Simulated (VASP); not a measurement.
Wanted: the native input for a VASP 6.6.1 run.

- Task: single point
- Functional: PBE
- Potentials or basis: VASP PAW PBE potentials, release 64 (Re)
- Cutoff: 520 eV
- k mesh: 10 × 10 × 10
- Occupations: gaussian, width 0.15 eV
- Spin: no spin polarisation
- Dipole correction: no
- Further INCAR settings: ALGO = Fast; EDIFF = 1e-06; NBANDS = 10

The structure of Re lies in POSCAR:

```
Re
1.0
    0.0000000000      1.9577236186      2.0115610181
    1.8500488196      0.0000000000      2.0115610181
    1.8500488196      1.9577236186      0.0000000000
Re
1
Direct
    0.0000000000      0.0000000000      0.0000000000
```

This cell differs from its parent crystal: normal strain along x -0.0550, normal strain along z +0.0275.

One way to write it, as run:

INCAR

```
SYSTEM = Re
PREC = Accurate
ENCUT = 520
EDIFF = 1E-6
ISMEAR = 0
SIGMA = 0.15
LREAL = .FALSE.
LASPH = .TRUE.
NELM = 100
ALGO = Fast
ISIF = 2
LWAVE = .FALSE.
LCHARG = .FALSE.
GGA = PE
NBANDS = 10
```

KPOINTS

```
Automatic mesh
0
G
  10 10 10
  0 0 0
```

Potentials or basis: VASP PAW PBE potentials, release 64 (Re).

Launch:

```sh
$ cat potpaw_PBE.64/Re/POTCAR > POTCAR
$ mpirun -np 1 vasp_std > vasp.out
```

It gave:

* Pressure: 11.3 GPa

Caveat: the cell differs from its parent crystal (normal strain along x -0.0550, normal strain along z +0.0275).

Run time: 14 s on 1 thread of Intel(R) Xeon(R) Platinum 8488C (Sapphire Rapids), with other jobs on the host, peak memory 0.15 GiB.
